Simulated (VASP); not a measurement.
Here is a VASP 6.6.1 calculation.

INCAR

```
SYSTEM = Fe3Ge
  ALGO = Normal
  EDIFF = 1E-6
  ENCUT = 600
  GGA = CA
  GGA_COMPAT = .FALSE.
  ISIF = 2
  ISMEAR = -1
  ISPIN = 2
  LASPH = .TRUE.
  LCHARG = .FALSE.
  LMAXMIX = 4
  LORBIT = 11
  LREAL = .FALSE.
  LWAVE = .FALSE.
  MAGMOM = 4.5 4.5 4.5 0
  NBANDS = 43
  NELM = 200
  PREC = Accurate
  SIGMA = 0.1
```

The input KPOINTS:

```
k-points
0
G
  6 6 6
  0 0 0
```

File POSCAR:

```
Fe3Ge
1.0
    3.5341413610      0.0000000000      0.0000000000
    0.0000000000      3.5341413610      0.0000000000
    0.0000000000      0.0000000000      3.5341413610
Fe Ge
3 1
Direct
    0.0000000000      0.5000000000      0.5000000000
    0.5000000000      0.5000000000      0.0000000000
    0.5000000000      0.0000000000      0.5000000000
    0.0000000000      0.0000000000      0.0000000000
```

Potentials or basis: VASP PAW LDA potentials, release 64 (Fe_sv, Ge_d).

Run with:

```console
$ cat potpaw_LDA.64/Fe_sv/POTCAR potpaw_LDA.64/Ge_d/POTCAR > POTCAR
$ mpirun -np 1 vasp_std > vasp.out
```

(1) What does it give for the pressure?

(2) Predict the site moments.

Results:

(1) -3.6 GPa.

(2) Fe +1.72; Ge -0.07 μB.

Caveat: the cell stands under tension.
